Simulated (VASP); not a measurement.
# Al (P6_3/mmc) in VASP: a series of runs, part 2 of 2

VASP 6.6.1. Earlier steps stand in the parts before.

### 3 Single point, PBE+D3(BJ) (16.80 Å³/atom)

Contents of INCAR:

```
PREC = Accurate
ENCUT = 520
EDIFF = 1E-6
ISMEAR = 0
SIGMA = 0.15
LREAL = F
LASPH = T
NELM = 100
ALGO = Fast
ISIF = 2
LWAVE = F
LCHARG = T
GGA = PE
IVDW = 12
LELF = T
LVHAR = T
NBANDS = 14
```

Contents of KPOINTS:

```
Automatic mesh
0
Gamma
  18 18 6
```

Contents of POSCAR:

```
Al
1.0
    2.9082518200      0.0000000000      0.0000000000
   -1.4541259100      2.5186199567      0.0000000000
    0.0000000000      0.0000000000      9.1737895411
Al
4
Direct
    0.0000000000      0.0000000000      0.0000000000
    0.3333333333      0.6666666667      0.2500000000
    0.0000000000      0.0000000000      0.5000000000
    0.6666666667      0.3333333333      0.7500000000
```

Potentials or basis: VASP PAW PBE potentials, release 64 (Al).

On the command line:

```bash
$ cat potpaw_PBE.64/Al/POTCAR > POTCAR
$ mpirun -np 1 vasp_std > vasp.out
```

OUTCAR:

```text
PREC = Accurate
   ENCUT = 520
   EDIFF = 1E-6
   ISMEAR = 0
   LREAL = F
   LASPH = T
   NELM = 100
   ISIF = 2
   GGA = PE
   IVDW = 12
 IVDW          = 12

 ion  position               nearest neighbor table
   1  0.000  0.000  0.000-   2 2.84   4 2.84   2 2.84   4 2.84   4 2.84   2 2.84
   2  0.333  0.667  0.250-   1 2.84   3 2.84   1 2.84   3 2.84   1 2.84   3 2.84
   3  0.000  0.000  0.500-   2 2.84   4 2.84   2 2.84   4 2.84   4 2.84   2 2.84
   4  0.667  0.333  0.750-   1 2.84   3 2.84   1 2.84   3 2.84   1 2.84   3 2.84

  LATTYP: Found a hexagonal cell.
 ALAT       =     2.9082518200
 C/A-ratio  =     3.1544000000

  Lattice vectors:

 A1 = (   2.9082518200,   0.0000000000,   0.0000000000)
 A2 = (  -1.4541259100,   2.5186199567,   0.0000000000)
 A3 = (   0.0000000000,   0.0000000000,   9.1737895411)

Analysis of symmetry for initial positions (statically):
=====================================================================
 Subroutine PRICEL returns:
 Original cell was already a primitive cell.

 Routine SETGRP: Setting up the symmetry group for a
 hexagonal supercell.

 Subroutine GETGRP returns: Found 24 space group operations
 (whereof 12 operations were pure point group operations)
 out of a pool of 24 trial point group operations.

The static configuration has the point symmetry D_3d.
 The point group associated with its full space group is D_6h.

Analysis of symmetry for dynamics (positions and initial velocities):
=====================================================================
 Subroutine PRICEL returns:
 Original cell was already a primitive cell.

 Routine SETGRP: Setting up the symmetry group for a
 hexagonal supercell.

 Subroutine GETGRP returns: Found 24 space group operations
 (whereof 12 operations were pure point group operations)
 out of a pool of 24 trial point group operations.

The dynamic configuration has the point symmetry D_3d.
 The point group associated with its full space group is D_6h.

 Subroutine INISYM returns: Found 24 space group operations
 (whereof 12 operations are pure point group operations),
 and found     1 'primitive' translations

----------------------------------------------------------------------------------------

                                     Primitive cell

  volume of cell :      67.1960

  direct lattice vectors                    reciprocal lattice vectors
     2.908251820  0.000000000  0.000000000     0.343849179  0.198521416  0.000000000
    -1.454125910  2.518619957  0.000000000     0.000000000  0.397042832  0.000000000
     0.000000000  0.000000000  9.173789541     0.000000000  0.000000000  0.109006207

  length of vectors
     2.908251820  2.908251820  9.173789541     0.397042832  0.397042832  0.109006207

  position of ions in fractional coordinates (direct lattice)
     0.000000000  0.000000000  0.000000000
     0.333333333  0.666666667  0.250000000
     0.000000000  0.000000000  0.500000000
     0.666666667  0.333333333  0.750000000

  ion indices of the primitive-cell ions
   primitive index   ion index
                 1           1
                 2           2
                 3           3
                 4           4

[... 57 lines left out ...]
   dimension x,y,z NGXF=    48 NGYF=   48 NGZF=  140
   ions per type =               4
   NGX,Y,Z   is equivalent  to a cutoff of  13.72, 13.72, 12.69 a.u.
   NGXF,Y,Z  is equivalent  to a cutoff of  27.44, 27.44, 25.37 a.u.
 SYSTEM =  unknown system
   PREC   = accura    normal or accurate (medium, high low for compatibility)
   ISTART =      0    job   : 0-new  1-cont  2-samecut
   ICHARG =      2    charge: 1-file 2-atom 10-const
   ISPIN  =      1    spin polarized calculation?
   LNONCOLLINEAR =      F non collinear calculations
   LSORBIT =      F    spin-orbit coupling
   LASPH  =      T    aspherical Exc in radial PAW
   ENCUT  =  520.0 eV  38.22 Ry    6.18 a.u.   5.41  5.41 17.06*2*pi/ulx,y,z
   NELM   =    100;   NELMIN=  2; NELMDL= -5     # of ELM steps
   EDIFF  = 0.1E-05   stopping-criterion for ELM
   LREAL  =      F    real-space projection
   EDIFFG = 0.1E-04   stopping-criterion for IOM
   NSW    =      0    number of steps for IOM
   IBRION =     -1    ionic relax: 0-MD 1-quasi-New 2-CG
   NFREE  =      0    steps in history (QN), initial steepest desc. (CG)
   ISIF   =      2    stress and relaxation
   ISYM   =      2    0-nonsym 1-usesym 2-fastsym
   POTIM  = 0.5000    time-step for ionic-motion
   TEBEG  =    0.0;   TEEND  =   0.0 temperature during run
   PSTRESS=    0.0 pullay stress
   NELECT =      12.0000    total number of electrons
   NUPDOWN=      -1.0000    fix difference up-down
   EMIN   =  10.00;   EMAX   =-10.00  energy-range for DOS
   EFERMI =   0.00;   METHOD = LEGACY
   ISMEAR =     0;   SIGMA  =   0.15  broadening in eV -4-tet -1-fermi 0-gaus
   EFERMI_NEDOS =   21; number of points for ismear=-14 and -15
   IALGO  =     68    algorithm
   IMIX   =      4    mixing-type and parameters
     AMIX     =   0.40;   BMIX     =  1.00
     AMIX_MAG =   1.60;   BMIX_MAG =  1.00
  volume/ion in A,a.u.               =      16.80       113.37
  Fermi-wavevector in a.u.,A,eV,Ry     =   0.921908  1.742153 11.563779  0.849914
  Thomas-Fermi vector in A             =   2.047376
   LORBIT       =      0    0 simple, 1 ext, 2 COOP (PROOUT), +10 PAW based schemes
   GGA     = PE    functional components
   LHFCALC =     F    Hartree Fock is set to
   AEXX    =    0.0000 exact exchange contribution
   IVDW    =    12    specifies the selected vdW correction
   LEPSILON=     F    determine dielectric tensor
   LRPA    =     F    only Hartree local field effects (RPA)
 non-spin polarized calculation
 RMM-DIIS sequential band-by-band and
 Gauss-broadening in eV      SIGMA  =   0.15
  energy-cutoff  :      520.00
  volume of cell :       67.20
 maximum number of plane-waves:      1852
 NGX is ok and might be reduce to    24
   NGX = 11   NGY = 11   NGZ = 35

 number of electron      12.0000000 magnetization

 Free energy of the ion-electron system (eV)
  ---------------------------------------------------
  ext. energy  EPLUGINS =         0.00000000
  ---------------------------------------------------
  free energy    TOTEN  =       -14.92050686 eV

  energy without entropy =      -14.90171543  energy(sigma->0) =      -14.91111114

 E-fermi :   7.8160     XC(G=0): -10.1321

 val. band max:        7.8076960822   @ k =   0.1667   0.1667   0.3333
 cond. band min:       7.8227694987   @ k =   0.2222   0.1111   0.3333
 fundamental gap:      0.0150734165
 Fermi energy:         7.8160012186

 k-point     1 :       0.0000    0.0000    0.0000
  band No.  band energies     occupation
      1      -3.1993      2.00000
      2      -1.4523      2.00000
      3      -1.4487      2.00000
      4       3.4812      2.00000
      5       3.8857      2.00000
      6      11.8626      0.00000
      7      11.8809      0.00000
      8      17.7883      0.00000
      9      17.7883      0.00000
     10      18.0595      0.00000
     11      18.0595      0.00000
     12      19.1657      0.00000
     13      19.1689      0.00000
     14      19.4076      0.00000
[... 377 lines left out ...]
      1       1.5438      2.00000
      2       3.2084      2.00000
      3       3.2271      2.00000
      4       4.0267      2.00000
      5       5.6969      2.00000
      6       5.7521      2.00000
      7       7.9919      0.09716
      8       8.5399      0.00000
      9      10.0280      0.00000
     10      10.3611      0.00000
     11      11.2167      0.00000
     12      11.8705      0.00000
     13      12.0470      0.00000
     14      16.0333      0.00000

 [... further k-points ...]

------------------------ aborting loop because EDIFF is reached ----------------------------------------

 Edisp (eV)   -1.32038

 E8    (eV) :    -0.5902

  FORCE on cell =-STRESS in cart. coord.  units (eV):
  Direction    XX          YY          ZZ          XY          YZ          ZX
  --------------------------------------------------------------------------------------
  -------------------------------------------------------------------------------------
  Total      -2.15929    -2.15929    -1.07230     0.00000     0.00000     0.00000
  in kB     -51.48465   -51.48465   -25.56731     0.00000     0.00000     0.00000
  external pressure =      -42.85 kB  Pullay stress =        0.00 kB

 VOLUME and BASIS-vectors are now :
 -----------------------------------------------------------------------------
  energy-cutoff  :      520.00
  volume of cell :       67.20
      direct lattice vectors                 reciprocal lattice vectors
     2.908251820  0.000000000  0.000000000     0.343849179  0.198521416  0.000000000
    -1.454125910  2.518619957  0.000000000     0.000000000  0.397042832  0.000000000
     0.000000000  0.000000000  9.173789541     0.000000000  0.000000000  0.109006207

 POSITION                                       TOTAL-FORCE (eV/Angst)
 -----------------------------------------------------------------------------------
      0.00000      0.00000      0.00000        -0.000000      0.000000      0.000000
     -0.00000      1.67908      2.29345        -0.000000     -0.000000      0.000000
      0.00000      0.00000      4.58689        -0.000000      0.000000      0.000000
      1.45413      0.83954      6.88034         0.000000      0.000000     -0.000000
 -----------------------------------------------------------------------------------
    total drift:                               -0.000000      0.000000      0.000000

  FREE ENERGIE OF THE ION-ELECTRON SYSTEM (eV)
  ---------------------------------------------------
  free  energy   TOTEN  =       -16.2408874982 eV

  energy  without entropy=      -16.2220960721  energy(sigma->0) =      -16.23149179
```

It took 93 s on 1 thread of Intel Xeon Platinum 8488C (Sapphire Rapids), shared host; peak memory 0.26 GiB.

Results:

```
Free energy                : -16.2409 eV
Pressure                   : -4.3 GPa
Band gap on the k mesh     : zero (bands 6 and 7 overlap by 5.95 eV)
Dispersion energy per atom : -0.330 eV
```

Caveat: the cell stands under tension.

The gap in the log of VASP goes by the Fermi energy; the results here count the filled bands.